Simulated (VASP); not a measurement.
# MnTlF3 (Pm-3m) in VASP: single point with LDA

Aim: the single point of MnTlF3 with LDA.

Program: VASP 6.6.1. These are calculated values, not measurements. Logs are shortened: lines on timing, memory, paths and dates and some standing lists are left out, and cuts for length are marked.

## Step 1: The cell of the first run

The structure is cubic, space group Pm-3m (No. 221). The conventional cell has a = 4.283 Å, b = 4.283 Å, c = 4.283 Å, α = 90.00°, β = 90.00°, γ = 90.00°. Mn (site symmetry m-3m) has 6 F at 2.14 Å within 2.8 Å. Within 2.8 Å of F (site symmetry 4/mmm) lie 2 Mn at 2.14 Å. Within 4.0 Å of Tl (site symmetry m-3m) lie 12 F at 3.03 Å and 8 Mn at 3.71 Å.

## Step 2: Single point, LDA, collinear spin, ferromagnetic start

Input file INCAR:

```
SYSTEM = MnTlF3
PREC = Accurate ; ENCUT = 520
EDIFF = 1E-6 ; ISMEAR = -1
SIGMA = 0.1 ; LREAL = .False.
LASPH = .True. ; NELM = 150
ALGO = Normal ; ISIF = 2
LWAVE = .False. ; LCHARG = .False.
ISPIN = 2 ; MAGMOM = 4.2 0 0 0 0
LORBIT = 11 ; LMAXMIX = 4
GGA = CA ; NBANDS = 36
```

Input file KPOINTS:

```
Automatic mesh
0
Gamma
  4 4 4
  0 0 0
```

Input file POSCAR:

```
MnTlF3
1.0
    4.2832282900      0.0000000000      0.0000000000
    0.0000000000      4.2832282900      0.0000000000
    0.0000000000      0.0000000000      4.2832282900
Mn F Tl
1 3 1
Direct
    0.0000000000      0.0000000000      0.0000000000
    0.5000000000      0.0000000000      0.0000000000
    0.0000000000      0.5000000000      0.0000000000
    0.0000000000      0.0000000000      0.5000000000
    0.5000000000      0.5000000000      0.5000000000
```

Potentials or basis: VASP PAW LDA potentials, release 64 (Mn_pv, F, Tl_d).

On the command line:

```
> cat potpaw_LDA.64/Mn_pv/POTCAR potpaw_LDA.64/F/POTCAR potpaw_LDA.64/Tl_d/POTCAR > POTCAR
> mpirun -np 1 vasp_std > vasp.out
```

OUTCAR:

```text
SYSTEM = MnTlF3
   PREC = Accurate
   ENCUT = 520
   EDIFF = 1E-6
   ISMEAR = -1
   LREAL = .False.
   LASPH = .True.
   NELM = 150
   ISIF = 2
   ISPIN = 2
   LORBIT = 11
   GGA = CA

 ion  position               nearest neighbor table
   1  0.000  0.000  0.000-   2 2.14   3 2.14   4 2.14   4 2.14   3 2.14   2 2.14
   2  0.500  0.000  0.000-   1 2.14   1 2.14
   3  0.000  0.500  0.000-   1 2.14   1 2.14
   4  0.000  0.000  0.500-   1 2.14   1 2.14
   5  0.500  0.500  0.500-

  LATTYP: Found a simple cubic cell.
 ALAT       =     4.2832282900

  Lattice vectors:

 A1 = (   4.2832282900,   0.0000000000,   0.0000000000)
 A2 = (   0.0000000000,   4.2832282900,   0.0000000000)
 A3 = (   0.0000000000,   0.0000000000,   4.2832282900)

Analysis of symmetry for initial positions (statically):
=====================================================================
 Subroutine PRICEL returns:
 Original cell was already a primitive cell.

 Routine SETGRP: Setting up the symmetry group for a
 simple cubic supercell.

 Subroutine GETGRP returns: Found 48 space group operations
 (whereof 48 operations were pure point group operations)
 out of a pool of 48 trial point group operations.

The static configuration has the point symmetry O_h .

Analysis of symmetry for dynamics (positions and initial velocities):
=====================================================================
 Subroutine PRICEL returns:
 Original cell was already a primitive cell.

 Routine SETGRP: Setting up the symmetry group for a
 simple cubic supercell.

 Subroutine GETGRP returns: Found 48 space group operations
 (whereof 48 operations were pure point group operations)
 out of a pool of 48 trial point group operations.

The dynamic configuration has the point symmetry O_h .

Analysis of structural, dynamic, and magnetic symmetry:
=====================================================================
 Subroutine PRICEL returns:
 Original cell was already a primitive cell.

 Routine SETGRP: Setting up the symmetry group for a
 simple cubic supercell.

 Subroutine GETGRP returns: Found 48 space group operations
 (whereof 48 operations were pure point group operations)
 out of a pool of 48 trial point group operations.

The overall configuration has the point symmetry O_h .

 Subroutine INISYM returns: Found 48 space group operations
 (whereof 48 operations are pure point group operations),
 and found     1 'primitive' translations

----------------------------------------------------------------------------------------

                                     Primitive cell

  volume of cell :      78.5803

  direct lattice vectors                    reciprocal lattice vectors
     4.283228290  0.000000000  0.000000000     0.233468761  0.000000000  0.000000000
     0.000000000  4.283228290  0.000000000     0.000000000  0.233468761  0.000000000
     0.000000000  0.000000000  4.283228290     0.000000000  0.000000000  0.233468761

  length of vectors
     4.283228290  4.283228290  4.283228290     0.233468761  0.233468761  0.233468761

  position of ions in fractional coordinates (direct lattice)
     0.000000000  0.000000000  0.000000000
     0.500000000  0.000000000  0.000000000
     0.000000000  0.500000000  0.000000000
     0.000000000  0.000000000  0.500000000
     0.500000000  0.500000000  0.500000000

  ion indices of the primitive-cell ions
   primitive index   ion index
                 1           1
                 2           2
                 3           3
                 4           4
                 5           5

----------------------------------------------------------------------------------------

 KPOINTS: Automatic mesh

Automatic generation of k-mesh.
 Grid dimensions read from file:
 generate k-points for:    4    4    4

 Generating k-lattice:

  Cartesian coordinates                     Fractional coordinates (reciprocal lattice)
     0.058367190  0.000000000  0.000000000     0.250000000  0.000000000  0.000000000
     0.000000000  0.058367190  0.000000000     0.000000000  0.250000000  0.000000000
     0.000000000  0.000000000  0.058367190     0.000000000  0.000000000  0.250000000

  Length of vectors
     0.058367190  0.058367190  0.058367190

  Shift w.r.t. Gamma in fractional coordinates (k-lattice)
     0.000000000  0.000000000  0.000000000

 Subroutine IBZKPT returns following result:
 ===========================================

 Found     10 irreducible k-points:

 Following reciprocal coordinates:
            Coordinates               Weight
  0.000000  0.000000  0.000000      1.000000
  0.250000  0.000000  0.000000      6.000000
  0.500000  0.000000  0.000000      3.000000
  0.250000  0.250000  0.000000     12.000000
  0.500000  0.250000  0.000000     12.000000
  0.500000  0.500000  0.000000      3.000000
  0.250000  0.250000  0.250000      8.000000
  0.500000  0.250000  0.250000     12.000000
  0.500000  0.500000  0.250000      6.000000
  0.500000  0.500000  0.500000      1.000000
   k-points           NKPTS =     10   k-points in BZ     NKDIM =     10   number of bands    NBANDS=     36
   number of dos      NEDOS =    301   number of ions     NIONS =      5
   total plane-waves  NPLWV =  32768
   dimension x,y,z NGX =    32 NGY =   32 NGZ =   32
   dimension x,y,z NGXF=    64 NGYF=   64 NGZF=   64
   ions per type =               1   3   1
   NGX,Y,Z   is equivalent  to a cutoff of  12.42, 12.42, 12.42 a.u.
   NGXF,Y,Z  is equivalent  to a cutoff of  24.84, 24.84, 24.84 a.u.
 SYSTEM =  MnTlF3
   PREC   = accura    normal or accurate (medium, high low for compatibility)
   ISTART =      0    job   : 0-new  1-cont  2-samecut
   ICHARG =      2    charge: 1-file 2-atom 10-const
   ISPIN  =      2    spin polarized calculation?
   LNONCOLLINEAR =      F non collinear calculations
   LSORBIT =      F    spin-orbit coupling
   LASPH  =      T    aspherical Exc in radial PAW
   ENCUT  =  520.0 eV  38.22 Ry    6.18 a.u.   7.96  7.96  7.96*2*pi/ulx,y,z
   NELM   =    150;   NELMIN=  2; NELMDL= -5     # of ELM steps
   EDIFF  = 0.1E-05   stopping-criterion for ELM
   LREAL  =      F    real-space projection
   EDIFFG = 0.1E-04   stopping-criterion for IOM
   NSW    =      0    number of steps for IOM
   IBRION =     -1    ionic relax: 0-MD 1-quasi-New 2-CG
   NFREE  =      0    steps in history (QN), initial steepest desc. (CG)
   ISIF   =      2    stress and relaxation
   ISYM   =      2    0-nonsym 1-usesym 2-fastsym
   POTIM  = 0.5000    time-step for ionic-motion
   TEBEG  =    0.0;   TEEND  =   0.0 temperature during run
   PSTRESS=    0.0 pullay stress
   NELECT =      47.0000    total number of electrons
   NUPDOWN=      -1.0000    fix difference up-down
   EMIN   =  10.00;   EMAX   =-10.00  energy-range for DOS
   EFERMI =   0.00;   METHOD = LEGACY
   ISMEAR =    -1;   SIGMA  =   0.10  broadening in eV -4-tet -1-fermi 0-gaus
   EFERMI_NEDOS =   21; number of points for ismear=-14 and -15
   IALGO  =     38    algorithm
   IMIX   =      4    mixing-type and parameters
     AMIX     =   0.40;   BMIX     =  1.00
     AMIX_MAG =   1.60;   BMIX_MAG =  1.00
  volume/ion in A,a.u.               =      15.72       106.06
  Fermi-wavevector in a.u.,A,eV,Ry     =   1.379334  2.606564 25.885946  1.902563
  Thomas-Fermi vector in A             =   2.504313
   LORBIT       =     11    0 simple, 1 ext, 2 COOP (PROOUT), +10 PAW based schemes
   GGA     = CA    functional components
   LHFCALC =     F    Hartree Fock is set to
   AEXX    =    0.0000 exact exchange contribution
   IVDW    =     0    specifies the selected vdW correction
   LEPSILON=     F    determine dielectric tensor
   LRPA    =     F    only Hartree local field effects (RPA)
 spin polarized calculation
  energy-cutoff  :      520.00
  volume of cell :       78.58
 maximum number of plane-waves:      2176
 NGX is ok and might be reduce to    32
   NGX = 15   NGY = 15   NGZ = 15

 number of electron      47.0000003 magnetization       4.9975092

 Free energy of the ion-electron system (eV)
  ---------------------------------------------------
  ext. energy  EPLUGINS =         0.00000000
  ---------------------------------------------------
  free energy    TOTEN  =       -29.54646516 eV

  energy without entropy =      -29.54498335  energy(sigma->0) =      -29.54572425

 E-fermi :   4.4142     XC(G=0): -10.4894

 val. band max:        3.9265179310   @ k =   0.5000   0.5000   0.5000
 cond. band min:       4.7796937960   @ k =   0.5000   0.0000   0.0000
 fundamental gap:      0.8531758649
 Fermi energy:         4.4141564878

 spin component 1

 k-point     1 :       0.0000    0.0000    0.0000
  band No.  band energies     occupation
      1     -45.7993      1.00000
      2     -45.7993      1.00000
      3     -45.7993      1.00000
      4     -19.8200      1.00000
      5     -19.3906      1.00000
      6     -19.3906      1.00000
[... 369 lines left out ...]
     34      20.3576      0.00000
     35      20.3576      0.00000
 Fermi energy:         4.4141564878

 spin component 2

 k-point     1 :       0.0000    0.0000    0.0000
  band No.  band energies     occupation
      1     -41.2838      1.00000
      2     -41.2838      1.00000
      3     -41.2838      1.00000
      4     -19.6549      1.00000
      5     -19.2321      1.00000
      6     -19.2321      1.00000
[... 369 lines left out ...]
     34      20.3937      0.00000
     35      20.3937      0.00000
 [bands above 35 left out]

------------------------ aborting loop because EDIFF is reached ----------------------------------------

  FORCE on cell =-STRESS in cart. coord.  units (eV):
  Direction    XX          YY          ZZ          XY          YZ          ZX
  --------------------------------------------------------------------------------------
  -------------------------------------------------------------------------------------
  Total       -3.4271724     -3.4271724     -3.4271724      0.0000000      0.0000000      0.0000000
  in kB      -69.8767768    -69.8767768    -69.8767768      0.0000000      0.0000000      0.0000000
  external PRESSURE =     -69.8767768 kB  Pullay stress =       0.0000000 kB

 VOLUME and BASIS-vectors are now :
 -----------------------------------------------------------------------------
  energy-cutoff  :      520.00
  volume of cell :       78.58
      direct lattice vectors                 reciprocal lattice vectors
     4.283228290  0.000000000  0.000000000     0.233468761  0.000000000  0.000000000
     0.000000000  4.283228290  0.000000000     0.000000000  0.233468761  0.000000000
     0.000000000  0.000000000  4.283228290     0.000000000  0.000000000  0.233468761

 POSITION                                       TOTAL-FORCE (eV/Angst)
 -----------------------------------------------------------------------------------
      0.00000      0.00000      0.00000         0.000000      0.000000      0.000000
      2.14161      0.00000      0.00000         0.000000      0.000000      0.000000
      0.00000      2.14161      0.00000         0.000000      0.000000      0.000000
      0.00000      0.00000      2.14161         0.000000      0.000000      0.000000
      2.14161      2.14161      2.14161         0.000000      0.000000      0.000000
 -----------------------------------------------------------------------------------
    total drift:                                0.000000      0.000000     -0.000000

  FREE ENERGIE OF THE ION-ELECTRON SYSTEM (eV)
  ---------------------------------------------------
  free  energy   TOTEN  =       -29.5464651573 eV

  energy  without entropy=      -29.5449833486  energy(sigma->0) =      -29.54572425

 total charge

# of ion       s       p       d       tot
------------------------------------------
    1        0.171   6.145   4.935  11.251
    2        1.728   4.307   0.000   6.036
    3        1.728   4.307   0.000   6.036
    4        1.728   4.307   0.000   6.036
    5        1.318   0.084   9.666  11.067
--------------------------------------------------
tot          6.673  19.151  14.601  40.424

 magnetization (x)

# of ion       s       p       d       tot
------------------------------------------
    1        0.023   0.019   4.491   4.533
    2        0.006   0.063   0.000   0.069
    3        0.006   0.063   0.000   0.069
    4        0.006   0.063   0.000   0.069
    5       -0.001   0.001   0.000   0.000
--------------------------------------------------
tot          0.041   0.208   4.491   4.740
```

It took 35 s on 1 thread of Intel Xeon 6975P-C, shared host; peak memory 0.19 GiB.

Results:

```
Free energy                                           : -29.5465 eV
Pressure                                              : -7.0 GPa
Band gap on the k mesh                                : 0.85 eV, indirect (least direct gap 1.74 eV)
Net moment                                            : 5.00 μB per cell
Site moments                                          : Mn +4.53; F +0.07; Tl +0.00 μB
Valence electrons inside the program's atomic spheres : Mn 11.25; F 6.04; Tl 11.07
```

Caveat: spin-orbit coupling is left out, which moves the levels of the heavy elements; a cell with one magnetic atom can't hold antiferromagnetic order, which such compounds often take.
